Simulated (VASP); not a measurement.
Zr, 1 atom in the cell. It takes space group I4/mmm (No. 139, tetragonal). The conventional cell has a = 3.620 Å, b = 3.620 Å, c = 3.656 Å, α = 90.00°, β = 90.00°, γ = 90.00°. Zr (site symmetry 4/mmm) has 14 Zr at 3.15 to 3.66 Å within 4.1 Å.  This cell differs from its parent crystal: zz strain of +1 %.

```yaml
Program: VASP 6.6.1
Task: electric field gradients
Functional: PBEsol
Potentials_or_basis: VASP PAW PBE potentials, release 64 (Zr_sv)
Cutoff: 520 eV
k_mesh: 14 × 14 × 14
Occupations: fermi-dirac, width 0.08 eV
Spin: no spin polarisation
Dipole_correction: no
Further_INCAR_settings: ALGO = Normal; EDIFF = 1e-08; NBANDS = 12
```

Potentials or basis: VASP PAW PBE potentials, release 64 (Zr_sv).

Command:

```bash
$ cat potpaw_PBE.64/Zr_sv/POTCAR > POTCAR
$ mpirun -np 1 vasp_std > vasp.out
```

Hardware: 1 thread of AMD EPYC 7R13 Processor (Zen 3), on a shared host.

Problem. How long does it take, and how much memory?

Solution. Run time: 43 s on 1 thread of AMD EPYC 7R13 Processor (Zen 3) (shared host), peak memory 0.16 GiB. Counts: scf iterations 12, k points 244.
